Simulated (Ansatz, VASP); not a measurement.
# Two plane-wave programs on Be

File INCAR:

```
PREC = Accurate
ENCUT = 520
EDIFF = 1E-8
ISMEAR = -1
SIGMA = 0.05
LREAL = F
LASPH = T
NELM = 60
ALGO = Normal
ISIF = 2
LWAVE = F
LCHARG = F
GGA = PS
LEFG = T
NBANDS = 9
```

File KPOINTS:

```
Automatic mesh
0
Gamma
  21 21 11
```

Contents of POSCAR:

```
Be
1.0
    2.2189429169      0.0000000000      0.0000000000
   -1.1094714584      1.9216609356      0.0000000000
    0.0000000000      0.0000000000      3.5017617806
Be
2
Direct
    0.3333333333      0.6666666667      0.7500000000
    0.6666666667      0.3333333333      0.2500000000
```

Input for Ansatz:

```yaml
crystal:
  lattice:
    - [2.2189429169, 0.0, 0.0]
    - [-1.1094714584, 1.9216609356, 0.0]
    - [0.0, 0.0, 3.5017617806]
  atoms:
    - { symbol: Be, position: [0.3333333333, 0.6666666667, 0.75] }
    - { symbol: Be, position: [0.6666666667, 0.3333333333, 0.25] }
kpoints:
  mp_grid: { grid: [21, 21, 11] }
scf:
  occupations: { method: fermi_dirac, width: 0.05 }
hamiltonian:
  xc: pbesol
  pseudopotentials: { kind: paw }
output:
  forces: true
  stress: true
  eigenvalues: true
  efg: { contact_densities: true }
```

Change from the starting cell: volume scaled by 0.9405, PAW files.

Alike in both runs: task electric field gradients; functional PBEsol; k mesh 21 × 21 × 11; occupations fermi-dirac, width 0.05 eV; no spin polarisation.

```csv
,VASP,Ansatz
version,VASP 6.6.1,Ansatz 0.2.0
potentials or method,"VASP PAW PBE potentials, release 64 (Be)","PAW with Ansatz's default frozen-core files, scalar-relativistic"
plane-wave cutoff (eV),520,420
valence electrons in the cell,4,4
```

|  | VASP | Ansatz | Ansatz less VASP |
| --- | --- | --- | --- |
| pressure (GPa) | 6.9 | 6.5 | -0.43 |
| traceless stress, the component that is largest in VASP (GPa) | 0.55 | 0.50 | -0.052 |
| size of Vzz on the site where it differs most (V/Å²) | 0.6 | 0.3 | -0.23 |

VASP's potentials were made for PBE, not for PBEsol.
